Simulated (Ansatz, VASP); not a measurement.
**Hf: VASP beside Ansatz**

```
Hf
1.0
     3.07682    0.00000    0.00000
    -1.53841    2.87224    0.00000
     0.00000    0.00000    5.05780
Hf
2
Direct
  0.33333 0.66667 0.25000
  0.66667 0.33333 0.75000
```

Change from the starting cell: strain -0.0375 x Voigt [1, -1, 0, 0, 0, 0], atoms carried along.

Alike in both runs: task single point; functional PBE; k mesh 18 × 18 × 10; occupations gaussian, width 0.15 eV; no spin polarisation.

|  | VASP | Ansatz |
| --- | --- | --- |
| version | VASP 6.6.1 | Ansatz 0.2.0 |
| potentials or method | VASP PAW PBE potentials, release 64 (Hf_pv), cutoff 520 eV | scalar-relativistic, plane waves, PAW |
| valence electrons in the cell | 20 | 52 |

VASP gave:

```
gap on the k mesh at the Fermi level (eV)                     : none
pressure (GPa)                                                : 0.6
traceless stress, the component that is largest in VASP (GPa) : 5.43
rms of the force components (eV/Å)                            : 0.102
```

Estimate Ansatz's values.

gap on the k mesh at the Fermi level (eV): none; pressure (GPa): 1.1; traceless stress, the component that is largest in VASP (GPa): 5.41; rms of the force components (eV/Å): 0.104.

Atom by atom the forces differ by 0.002 eV/Å (rms over components). A gap of «none» marks a metal or a gap that the smearing closes. VASP's potentials hold 20 valence electrons a cell and Ansatz's 52, so a difference there can come from the potentials and not from the codes.

Spin-orbit coupling is off throughout.
